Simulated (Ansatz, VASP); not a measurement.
# InP: VASP beside Ansatz

```xyz
8
Lattice="4.4970 0.0000 0.0000 0.0000 4.4970 0.0000 0.0000 0.0000 8.9694" Properties=species:S:1:pos:R:3 pbc="T T T"
In    0.5009    2.2485    2.2423
In    2.2485    3.9961    4.4847
In    2.2485    0.5009    0.0000
In    3.9961    2.2485    6.7270
P     0.0000    2.7494    4.4847
P     1.7476    0.0000    2.2423
P     2.7494    0.0000    6.7270
P     0.0000    1.7476    0.0000
```

Alike in both runs: task relaxation of cell and atoms; functional PBE; k mesh 4 × 4 × 2; occupations gaussian, width 0.1 eV; no spin polarisation.

```csv
,VASP,Ansatz
version,VASP 6.6.1,Ansatz 0.2.0
potentials or method,"VASP PAW PBE potentials, release 64 (In_d, P), cutoff 600 eV","scalar-relativistic, plane waves, PAW"
valence electrons in the cell,72,72
```

VASP gave:

| Property | Result |
| --- | --- |
| gap on the k mesh at the Fermi level, each at its own relaxed structure (eV) | none |
| relaxed volume (Å³/atom) | 21.31 |
| relaxed cell length with the largest relative difference (Å) | 10.762 |

**Question.** What did Ansatz give for the same quantities?

**Answer.** gap on the k mesh at the Fermi level, each at its own relaxed structure (eV): none; relaxed volume (Å³/atom): 21.31; relaxed cell length with the largest relative difference (Å): 10.787.

A gap of «none» marks a metal or a gap that the smearing closes.
